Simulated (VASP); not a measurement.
**KBr: single point with PBEsol**

The system is KBr.

```
CELL_PARAMETERS angstrom
0.00000 3.27305 3.27305
3.27305 0.00000 3.27305
3.27305 3.27305 0.00000
ATOMIC_POSITIONS crystal
K 0.00000 0.00000 0.00000
Br 0.50000 0.50000 0.50000
```

```json
{"Program": "VASP 6.6.1", "Task": "single point", "Functional": "PBEsol", "Potentials or basis": "VASP PAW PBE potentials, release 64 (K_sv, Br)", "Cutoff": "520 eV", "k mesh": "6 × 6 × 6", "Occupations": "fermi-dirac, width 0.02 eV", "Spin": "no spin polarisation"}
```

```json
{
  "Pressure": "0.1 GPa",
  "Band gap on the k mesh": "4.34 eV, direct"
}
```

Levels at points of the mesh, in eV from the valence-band top:
| k point | band 6 | band 7 | band 8 | band 9 | band 10 | band 11 |
| --- | --- | --- | --- | --- | --- | --- |
| (0.00, 0.00, 0.00) | 0.00 | 0.00 | 0.00 | 4.34 | 7.53 | 7.53 |
| (0.50, 0.00, 0.00) | -1.26 | -0.36 | -0.36 | 6.49 | 8.22 | 9.79 |
| (0.50, 0.50, 0.00) | -0.86 | -0.30 | -0.30 | 5.71 | 7.18 | 9.37 |

Wall time 22 s on 1 thread of Intel(R) Xeon(R) Platinum 8375C CPU @ 2.90GHz (Ice Lake) (shared host), peak memory 0.2 GiB.

Caveat: the PAW data sets were made with another functional, which shifts forces and pressure a little. A hybrid or GW would open this gap; PBEsol tends to underestimate it.
